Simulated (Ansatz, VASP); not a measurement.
## Sc in VASP and in Ansatz

```
Sc
1.0
     3.32851    0.00000    0.00000
    -1.66425    2.88257    0.00000
     0.00000    0.00000    5.23492
Sc
2
Cartesian
  0.0000 1.9217 1.3087
  1.6643 0.9609 3.9262
```

Alike in both runs: functional r2SCAN; k mesh 21 × 21 × 10; occupations fermi-dirac, width 0.15 eV; no spin polarisation.

Ansatz relaxed the structure, and its values are those at the end. VASP's run is a single point on that final structure, the one shown.

```csv
,VASP,Ansatz
version,VASP 6.6.1,Ansatz 0.2.0
potentials or method,"VASP PAW PBE potentials, release 64 (Sc_sv), cutoff 520 eV","scalar-relativistic, plane waves, PAW"
valence electrons in the cell,22,22
```

```csv
,VASP,Ansatz,Ansatz less VASP
gap on the k mesh at the Fermi level (eV),none,none,-
pressure (GPa),0.1,0.0,-0.13
```

VASP's potentials were made for PBE, not for r2SCAN. A gap of «none» marks a metal or a gap that the smearing closes. The functional is the same, so the differences come from potentials, cutoffs and numerics.
